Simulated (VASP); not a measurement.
# Ti3W2 (P6_3/mmc) in VASP: a series of runs, part 2 of 2

VASP 6.6.1. The steps go on from the part before.

### 3 Relaxation of cell and atoms, PBE

Contents of INCAR:

```
SYSTEM = Ti3W2
PREC = Accurate
ENCUT = 600
EDIFF = 1E-6
ISMEAR = 0
SIGMA = 0.1
LREAL = .FALSE.
LASPH = .TRUE.
NELM = 60
ALGO = Fast
ISIF = 3
LWAVE = .FALSE.
LCHARG = .FALSE.
GGA = PE
IBRION = 2
NSW = 90
EDIFFG = -0.04
```

Contents of KPOINTS:

```
regular mesh
0
G
  6 6 1
  0 0 0
```

Contents of POSCAR:

```
Ti3W2
1.0
    2.8179692000      0.0000000000      0.0000000000
   -1.4089846000      2.4404329100      0.0000000000
    0.0000000000      0.0000000000     22.5250105400
Ti W
6 4
Direct
    0.3333333300      0.6666666700      0.0500000000
    0.3333333300      0.6666666700      0.2500000000
    0.3333333300      0.6666666700      0.4500000000
    0.6666666700      0.3333333300      0.9500000000
    0.6666666700      0.3333333300      0.5500000000
    0.6666666700      0.3333333300      0.7500000000
    0.3333333300      0.6666666700      0.8500000000
    0.3333333300      0.6666666700      0.6500000000
    0.6666666700      0.3333333300      0.1500000000
    0.6666666700      0.3333333300      0.3500000000
```

Potentials or basis: VASP PAW PBE potentials, release 64 (Ti_sv, W_sv).

The run is started by

```sh
cat potpaw_PBE.64/Ti_sv/POTCAR potpaw_PBE.64/W_sv/POTCAR > POTCAR
mpirun -np 1 vasp_std > vasp.out
```

OUTCAR:

```text
SYSTEM = Ti3W2
   PREC = Accurate
   ENCUT = 600
   EDIFF = 1E-6
   ISMEAR = 0
   LREAL = .FALSE.
   LASPH = .TRUE.
   NELM = 60
   ISIF = 3
   GGA = PE
   IBRION = 2
   NSW = 90
   EDIFFG = -0.04

 ion  position               nearest neighbor table
   1  0.333  0.667  0.050-   4 2.78   9 2.78   4 2.78   9 2.78   4 2.78   9 2.78
   2  0.333  0.667  0.250-   9 2.78  10 2.78   9 2.78  10 2.78   9 2.78  10 2.78
   3  0.333  0.667  0.450-   5 2.78  10 2.78   5 2.78  10 2.78   5 2.78  10 2.78
   4  0.667  0.333  0.950-   1 2.78   7 2.78   1 2.78   7 2.78   1 2.78   7 2.78
   5  0.667  0.333  0.550-   3 2.78   8 2.78   3 2.78   8 2.78   3 2.78   8 2.78
   6  0.667  0.333  0.750-   7 2.78   8 2.78   7 2.78   8 2.78   7 2.78   8 2.78
   7  0.333  0.667  0.850-   4 2.78   6 2.78   4 2.78   6 2.78   4 2.78   6 2.78
   8  0.333  0.667  0.650-   5 2.78   6 2.78   5 2.78   6 2.78   5 2.78   6 2.78
   9  0.667  0.333  0.150-   1 2.78   2 2.78   1 2.78   2 2.78   1 2.78   2 2.78
  10  0.667  0.333  0.350-   2 2.78   3 2.78   2 2.78   3 2.78   2 2.78   3 2.78

  LATTYP: Found a hexagonal cell.
 ALAT       =     2.8179692000
 C/A-ratio  =     7.9933487350

  Lattice vectors:

 A1 = (   2.8179692000,   0.0000000000,   0.0000000000)
 A2 = (  -1.4089846000,   2.4404329100,   0.0000000000)
 A3 = (   0.0000000000,   0.0000000000,  22.5250105400)

Analysis of symmetry for initial positions (statically):
=====================================================================
 Subroutine PRICEL returns:
 Original cell was already a primitive cell.

 Routine SETGRP: Setting up the symmetry group for a
[... 158 lines left out ...]
 NGX is ok and might be reduce to    24
   NGX = 11   NGY = 11   NGZ = 89

--------------------------------------- Ionic step        1  -------------------------------------------

 number of electron     128.0000007 magnetization

 Free energy of the ion-electron system (eV)
  ---------------------------------------------------
  ext. energy  EPLUGINS =         0.00000000
  ---------------------------------------------------
  free energy    TOTEN  =       -95.78490099 eV

  energy without entropy =      -95.71735120  energy(sigma->0) =      -95.75112609

 E-fermi :  10.3490     XC(G=0): -12.7427

 val. band max:       10.3388458445   @ k =   0.3333   0.1667   0.0000
 cond. band min:      10.3882917388   @ k =   0.5000   0.0000   0.0000
 fundamental gap:      0.0494458943
 Fermi energy:        10.3489685972

 k-point     1 :       0.0000    0.0000    0.0000
  band No.  band energies     occupation
      1     -63.2536      2.00000
      2     -63.2535      2.00000
      3     -63.2535      2.00000
      4     -63.2535      2.00000
      5     -46.3560      2.00000
      6     -46.3560      2.00000
[... 849 lines left out ...]
--------------------------------------- Ionic step        8  -------------------------------------------

 number of electron     127.9999997 magnetization

 Free energy of the ion-electron system (eV)
  ---------------------------------------------------
  ext. energy  EPLUGINS =         0.00000000
  ---------------------------------------------------
  free energy    TOTEN  =       -96.45549676 eV

  energy without entropy =      -96.37354691  energy(sigma->0) =      -96.41452183

 E-fermi :   9.3701     XC(G=0): -12.3524

 val. band max:        9.3536021852   @ k =   0.3333   0.1667   0.0000
 cond. band min:       9.3987042673   @ k =   0.1667   0.1667   0.0000
 fundamental gap:      0.0451020821
 Fermi energy:         9.3700980208

 k-point     1 :       0.0000    0.0000    0.0000
  band No.  band energies     occupation
      1     -64.3148      2.00000
      2     -64.3148      2.00000
      3     -64.3148      2.00000
      4     -64.3148      2.00000
      5     -47.4172      2.00000
      6     -47.4172      2.00000
[... 579 lines left out ...]
  FREE ENERGIE OF THE ION-ELECTRON SYSTEM (eV)
  ---------------------------------------------------
  free  energy   TOTEN  =       -96.4554967553 eV

  energy  without entropy=      -96.3735469115  energy(sigma->0) =      -96.41452183

 reached required accuracy - stopping structural energy minimisation
```

OSZICAR:

```text
N       E                     dE             d eps       ncg     rms          rms(c)
DAV:   1     0.208444447091E+04    0.20844E+04   -0.72214E+04  1072   0.232E+03
DAV:   2     0.148600987879E+03   -0.19358E+04   -0.18999E+04  1064   0.733E+02
DAV:   3    -0.716765143402E+02   -0.22028E+03   -0.20678E+03  1560   0.214E+02
[... 338 lines left out ...]
RMM:  10    -0.964554888145E+02   -0.63473E-05   -0.45369E-05  1384   0.234E-02    0.479E-03
RMM:  11    -0.964554931045E+02   -0.42900E-05   -0.42717E-05  1285   0.174E-02    0.993E-04
RMM:  12    -0.964554950024E+02   -0.18979E-05   -0.19452E-05  1171   0.129E-02    0.108E-03
RMM:  13    -0.964554960939E+02   -0.10915E-05   -0.13146E-05  1062   0.110E-02    0.114E-03
RMM:  14    -0.964554967553E+02   -0.66143E-06   -0.87802E-06  1005   0.948E-03
   8 F= -.96455497E+02 E0= -.96414522E+02  d E =-.327852E-03
```

Wall time 29 min (1 thread of Intel Xeon 6975P-C (Granite Rapids), shared host); peak memory 0.4 GiB.

Results:

| Quantity | Value |
| --- | --- |
| Free energy | -96.4555 eV |
| Relaxed volume | 16.70 Å³/atom |
| Relaxed cell | a = 2.846 Å, b = 2.846 Å, c = 23.804 Å, α = 90.00°, β = 90.00°, γ = 120.00° |
| Space group after relaxing (to 0.05 Å) | P6_3/mmc (No. 194) |
| Energy gained by relaxing | 67.1 meV/atom |
| Ionic steps | 8 |
| Pressure after relaxing | 0.2 GPa |
| Largest force after relaxing | 0.031 eV/Å |
| Band gap on the k mesh | zero (band 64 reaches 9.94 eV, above the bottom of band 65 at 8.97 eV) |

Forces on the atoms (eV/Å):
```
Ti   0.000  0.000 -0.023
Ti   0.000  0.000  0.000
Ti   0.000  0.000  0.023
Ti   0.000  0.000  0.023
Ti   0.000  0.000 -0.023
Ti   0.000  0.000  0.000
W    0.000  0.000  0.031
W    0.000  0.000 -0.031
W    0.000  0.000 -0.031
W    0.000  0.000  0.031
```

Step by step:
| step | energy change (eV) | largest force (eV/Å) | pressure (GPa) | volume (Å³) |
| --- | --- | --- | --- | --- |
| 1 | 0.0000 | 0.3490 | 15.24 | 154.91 |
| 2 | 0.7461 | 0.2464 | -17.78 | 190.29 |
| 3 | -0.6042 | 0.0452 | -1.04 | 168.29 |
| 4 | -0.6058 | 0.0448 | -0.63 | 167.84 |
| 5 | -0.6655 | 0.0238 | -0.32 | 167.56 |
| 6 | -0.6703 | 0.0503 | -0.19 | 167.45 |
| 7 | -0.6703 | 0.0525 | -0.17 | 167.44 |
| 8 | -0.6706 | 0.0310 | 0.24 | 167.03 |

Final structure:
```xyz
10
Lattice="2.8465 0.0000 0.0000 -1.4232 2.4651 0.0000 0.0000 0.0000 23.8038" Properties=species:S:1:pos:R:3 pbc="T T T"
Ti    0.0000    1.6434    1.1801
Ti    0.0000    1.6434    5.9509
Ti    0.0000    1.6434   10.7218
Ti    1.4232    0.8217   22.6236
Ti    1.4232    0.8217   13.0820
Ti    1.4232    0.8217   17.8528
W     0.0000    1.6434   20.2310
W     0.0000    1.6434   15.4747
W     1.4232    0.8217    3.5728
W     1.4232    0.8217    8.3291
```

Caveat: the k points lie up to 0.42 Å⁻¹ apart in the final cell; spin-orbit coupling is left out, which moves the levels of the heavy elements.
